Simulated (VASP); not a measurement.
Runs of VASP 6.6.1 on As. The typed cell holds 1 atom: a = 2.999 Å, b = 2.598 Å, c = 2.582 Å, α = 78.73°, β = 76.84°, γ = 93.49°. 

```csv
level,k mesh,smearing,grid for exact exchange (PRECFOCK),screening parameter,share of exact exchange,gap on the mesh (eV),pressure (GPa)
HSE06,5 × 5 × 6,gaussian 0.05 eV,Normal,0.2079 1/Å,-,none,3.1
PBE-based screened hybrid,5 × 5 × 6,fermi-dirac 0.05 eV,Normal,0.2 1/Å,0.05,none,6.4
PBE,7 × 8 × 8,gaussian 0.1 eV,-,-,-,none,(b)
r2SCAN-based global hybrid,5 × 6 × 6,fermi-dirac 0.05 eV,Normal,-,0.1,none,4.3
PBE,9 × 10 × 11,fermi-dirac 0.05 eV,-,-,-,none,7.7
PBE-based screened hybrid,5 × 5 × 6,fermi-dirac 0.05 eV,Normal,0.2 1/Å,0.15,none,4.7
PBE-based screened hybrid,5 × 5 × 6,fermi-dirac 0.05 eV,Normal,0.2 1/Å,0.1,none,(a)
```

Alike in all rows: task single point; potentials or basis VASP PAW PBE potentials, release 64 (As); no spin polarisation; cell as given; cutoff (eV) 520.

Q: Estimate the missing entries.

A: (a) 5.6; (b) 7.8.

Caveats: some runs use coarse meshes; the PAW data sets were made with another functional, which shifts forces and pressure a little (some runs).

A k mesh can miss the band edges, and the runs leave out spin-orbit coupling on As.

A gap of «none» marks levels without a gap at the run's occupations.
